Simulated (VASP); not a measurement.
Runs of VASP 6.6.1 on Ta. The structure is that of space group P6_3/mmc (No. 194), or close to it. The cells are those of the table. 

```tsv
cell	k mesh	further INCAR settings	gap on the mesh (eV)	pressure (GPa)
a = 2.657, b = 2.657, c = 6.154 Å, angles 90.0, 90.0, 120.0°, 2 atoms	24 × 24 × 10	ALGO = Fast; EDIFF = 1e-07; NBANDS = 18	none	9.5
a = 2.854, b = 2.854, c = 5.337 Å, angles 90.0, 90.0, 120.0°, 2 atoms	21 × 21 × 10	ALGO = Fast; EDIFF = 1e-06; NBANDS = 18	none	(b)
a = 3.124, b = 3.124, c = 4.452 Å, angles 90.0, 90.0, 120.0°, 2 atoms	21 × 21 × 10	ALGO = Fast; EDIFF = 1e-07; NBANDS = 18	none	-5.4
a = 2.940, b = 2.940, c = 5.028 Å, angles 90.0, 90.0, 120.0°, 2 atoms	21 × 21 × 10	ALGO = Fast; EDIFF = 1e-06; NBANDS = 18	none	-7.2
a = 3.062, b = 3.062, c = 4.636 Å, angles 90.0, 90.0, 120.0°, 2 atoms	21 × 21 × 10	ALGO = Fast; EDIFF = 1e-06; NBANDS = 18	none	-6.6
a = 2.657, b = 2.657, c = 6.154 Å, angles 90.0, 90.0, 120.0°, 2 atoms	21 × 21 × 10	ALGO = Fast; EDIFF = 1e-07; NBANDS = 18	none	9.3
a = 2.729, b = 2.729, c = 5.834 Å, angles 90.0, 90.0, 120.0°, 2 atoms	21 × 21 × 10	ALGO = Fast; EDIFF = 1e-07; NBANDS = 18	none	(a)
a = 2.982, b = 2.982, c = 4.887 Å, angles 90.0, 90.0, 120.0°, 2 atoms	21 × 21 × 10	ALGO = Fast; EDIFF = 1e-06; NBANDS = 18	none	-7.2
```

Alike in all rows: task single point; level PBEsol; potentials or basis VASP PAW PBE potentials, release 64 (Ta_pv); no spin polarisation; cutoff (eV) 520; smearing gaussian 0.15 eV.

Question: Fill in the values left out.

Answer: (a) 0.8; (b) -6.1.

Caveats: the PAW data sets were made with another functional, which shifts forces and pressure a little; spin-orbit coupling is left out, which moves the levels of the heavy elements.

A k mesh can miss the band edges, and the runs leave out spin-orbit coupling on Ta.

A gap of «none» marks levels without a gap at the run's occupations.
